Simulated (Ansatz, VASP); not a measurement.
Two plane-wave programs on C

File INCAR:

```
SYSTEM = C
ALGO = Normal
EDIFF = 1E-6
ENCUT = 520
GGA = PE
ISIF = 2
ISMEAR = 0
LASPH = .True.
LCHARG = .False.
LREAL = .False.
LWAVE = .False.
NBANDS = 26
NELM = 80
PREC = Accurate
SIGMA = 0.05
```

File KPOINTS:

```
k-points
0
Gamma
  12 12 4
  0 0 0
```

File POSCAR:

```
C
1.0
    2.4971642856      0.0000000000      0.0000000000
   -1.2485821428      2.1626077088      0.0000000000
    0.0000000000      0.0000000000      8.2357629922
C
8
Direct
   -0.0055028011     -0.0110056021      0.0929732494
   -0.0055028011     -0.0110056021      0.5929732494
   -0.0055028011     -0.0110056021      0.4070267506
   -0.0055028011     -0.0110056021      0.9070267506
    0.3388361344      0.6776722688      0.1555299995
    0.6721694677      0.3443389355      0.6555299995
    0.3388361344      0.6776722688      0.3444700005
    0.6721694677      0.3443389355      0.8444700005
```

Input for Ansatz:

```yaml
crystal:
  lattice:
    - [2.4971642856, 0.0, 0.0]
    - [-1.2485821428, 2.1626077088, 0.0]
    - [0.0, 0.0, 8.2357629922]
  atoms:
    - { symbol: C, position: [-0.0055028011, -0.0110056021, 0.0929732494] }
    - { symbol: C, position: [-0.0055028011, -0.0110056021, 0.5929732494] }
    - { symbol: C, position: [-0.0055028011, -0.0110056021, 0.4070267506] }
    - { symbol: C, position: [-0.0055028011, -0.0110056021, 0.9070267506] }
    - { symbol: C, position: [0.3388361344, 0.6776722688, 0.1555299995] }
    - { symbol: C, position: [0.6721694677, 0.3443389355, 0.6555299995] }
    - { symbol: C, position: [0.3388361344, 0.6776722688, 0.3444700005] }
    - { symbol: C, position: [0.6721694677, 0.3443389355, 0.8444700005] }
basis:
  ecutwfc: 520.0
kpoints:
  mp_grid: { grid: [12, 12, 4] }
hamiltonian:
  xc: pbe
  pseudopotentials: { kind: paw, azcp: { folder: soft_1 } }
scf:
  occupations: { method: gaussian, width: 0.05 }
output:
  forces: true
  stress: true
  eigenvalues: true
```

Change from the starting cell: mode 14 frozen in at -0.024 Å, equal normal strain along x, y and z -0.0083.

Alike in both runs: task single point; functional PBE; k mesh 12 × 12 × 4; occupations gaussian, width 0.05 eV; no spin polarisation.

|  | VASP | Ansatz |
| --- | --- | --- |
| version | VASP 6.6.1 | Ansatz 0.2.0 |
| potentials or method | VASP PAW PBE potentials, release 64 (C), cutoff 520 eV | scalar-relativistic, plane waves, PAW |
| valence electrons in the cell | 32 | 32 |

|  | VASP | Ansatz | Ansatz less VASP |
| --- | --- | --- | --- |
| gap on the k mesh at the Fermi level (eV) | 4.30 | 4.31 | +0.011 |
| least direct gap on the mesh (eV) | 4.93 | 4.94 | +0.006 |
| pressure (GPa) | 13.0 | 12.3 | -0.73 |
| traceless stress, the component that is largest in VASP (GPa) | 0.63 | 0.62 | -0.015 |
| rms of the force components (eV/Å) | 0.922 | 0.915 | -0.0076 |

Atom by atom the forces differ by 0.008 eV/Å (rms over components). The functional is the same, so the differences come from potentials, cutoffs and numerics.
